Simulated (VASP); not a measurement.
Wanted: the native input for a VASP 6.6.1 run.

```
Task                   : single point
Functional             : PBE
Potentials or basis    : VASP PAW PBE potentials, release 64 (Co, Ni, O)
Cutoff                 : 520 eV
k mesh                 : 4 × 4 × 3, shifted
Occupations            : fermi-dirac, width 0.1 eV
Spin                   : collinear spin, ferromagnetic start
Starting moments       : [2.5, 1.5, 0.0, 0.0] μB
Dipole correction      : no
Further INCAR settings : ALGO = Normal; EDIFF = 1e-06; NBANDS = 28
```

The structure of CoNiO2 lies in POSCAR:

```
CoNiO2
1.0
    3.0143300000      0.0000000000      0.0000000000
    0.0000000000      3.0143300000      0.0000000000
    0.0000000000      0.0000000000      4.2222900000
Co Ni O
1 1 2
Direct
    0.5000000000      0.5000000000      0.5000000000
    0.0000000000      0.0000000000      0.0000000000
    0.5000000000      0.5000000000      0.0000000000
    0.0000000000      0.0000000000      0.5000000000
```

One way to write it, as run:

INCAR

```
SYSTEM = CoNiO2
  PREC = Accurate
  ENCUT = 520
  EDIFF = 1E-6
  ISMEAR = -1
  SIGMA = 0.1
  LREAL = .False.
  LASPH = .True.
  NELM = 150
  ALGO = Normal
  ISIF = 2
  LWAVE = .False.
  LCHARG = .False.
  ISPIN = 2
  MAGMOM = 2.5 1.5 0 0
  LORBIT = 11
  LMAXMIX = 4
  GGA = PE
  NBANDS = 28
```

KPOINTS

```
Automatic mesh
0
Gamma
  4 4 3
  0.5 0.5 0.5
```

Potentials or basis: VASP PAW PBE potentials, release 64 (Co, Ni, O).

Command:

```bash
$ cat potpaw_PBE.64/Co/POTCAR potpaw_PBE.64/Ni/POTCAR potpaw_PBE.64/O/POTCAR > POTCAR
$ mpirun -np 1 vasp_std > vasp.out
```

It gave:

```json
{
 "Pressure": "-3.2 GPa",
 "Net moment": "4.41 μB per cell",
 "Site moments": "Co +2.43; Ni +1.39; O +0.24, +0.26 μB",
 "Valence electrons inside the program's atomic spheres": "Co 7.80; Ni 8.93; O 4.96, 4.97"
}
```

Caveat: the k points lie up to 0.52 Å⁻¹ apart.

It took 44 s on 1 thread of AMD EPYC 7R13, with other jobs on the host, peak memory 0.13 GiB.
